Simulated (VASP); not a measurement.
Set up this calculation in VASP 6.6.1, as the native input.

```yaml
Task: single point
Functional: LDA
Potentials_or_basis: VASP PAW LDA potentials, release 64 (Ta_pv, Ru_pv)
Cutoff: 520 eV
k_mesh: 11 × 11 × 7
Occupations: fermi-dirac, width 0.02 eV
Spin: no spin polarisation
Dipole_correction: no
Further_INCAR_settings: ALGO = Normal; EDIFF = 1e-07; NBANDS = 20
```

The structure of TaRu lies in POSCAR:

```
TaRu
1.0
    1.6541200000     -2.3416100000      0.0000000000
    1.6541200000      2.3416100000      0.0000000000
    0.0000000000      0.0000000000      4.1624200000
Ta Ru
1 1
Direct
    0.5000000000      0.5000000000      0.5000000000
    0.0000000000      0.0000000000      0.0000000000
```

The input as run:

INCAR

```
SYSTEM = TaRu
PREC = Accurate
ENCUT = 520
EDIFF = 1E-7
ISMEAR = -1
SIGMA = 0.02
LREAL = .False.
LASPH = .True.
NELM = 60
ALGO = Normal
ISIF = 2
LWAVE = .False.
LCHARG = .False.
GGA = CA
NBANDS = 20
```

KPOINTS

```
regular mesh
0
Gamma
  11 11 7
  0 0 0
```

Potentials or basis: VASP PAW LDA potentials, release 64 (Ta_pv, Ru_pv).

The run is started by

```bash
$ cat potpaw_LDA.64/Ta_pv/POTCAR potpaw_LDA.64/Ru_pv/POTCAR > POTCAR
$ mpirun -np 1 vasp_std > vasp.out
```

It gave:

| Item | Value |
| --- | --- |
| Pressure | -13.3 GPa |

Wall time 2 min on 1 thread of Intel Xeon 6975P-C (shared host), peak memory 0.21 GiB.
